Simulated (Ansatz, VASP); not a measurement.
**One calculation of TiSnTe3, two programs**

```
CELL_PARAMETERS angstrom
5.49440 0.00000 0.00000
0.00000 5.49440 0.00000
0.00000 0.00000 6.75190
ATOMIC_POSITIONS crystal
Ti 0.50000 0.50000 0.65836
Sn 0.00000 0.00000 0.87484
Te 0.00000 0.50000 0.66622
Te 0.50000 0.00000 0.66622
Te 0.00000 0.00000 0.27887
```

Alike in both runs: task single point; functional PBE; k mesh 4 × 4 × 4; occupations gaussian, width 0.1 eV; collinear spin.

|  | VASP | Ansatz |
| --- | --- | --- |
| version | VASP 6.6.1 | Ansatz 0.2.0 |
| potentials or method | VASP PAW PBE potentials, release 64 (Ti_sv, Sn_d, Te), cutoff 520 eV | scalar-relativistic, plane waves, PAW |
| valence electrons in the cell | 44 | 74 |

Ansatz gave:

```
gap on the k mesh at the Fermi level (eV)                     : none
pressure (GPa)                                                : 0.3
traceless stress, the component that is largest in VASP (GPa) : -0.42
rms of the force components (eV/Å)                            : 0.035
net moment per atom (μB)                                      : 0.25
size of the moment on the site where the two differ most (μB) : 1.18
```

Estimate VASP's values.

gap on the k mesh at the Fermi level (eV): none; pressure (GPa): 0.0; traceless stress, the component that is largest in VASP (GPa): 0.09; rms of the force components (eV/Å): 0.010; net moment per atom (μB): 0.00; size of the moment on the site where the two differ most (μB): 0.00.

The net moments are unlike, so the other rows may belong to different states. Site moments also hang on the region over which each program counts them. Atom by atom the forces differ by 0.026 eV/Å (rms over components). A gap of «none» marks a metal or a gap that the smearing closes. VASP's potentials hold 44 valence electrons a cell and Ansatz's 74, so a difference there can come from the potentials and not from the codes.

Neither program's run includes spin-orbit coupling.
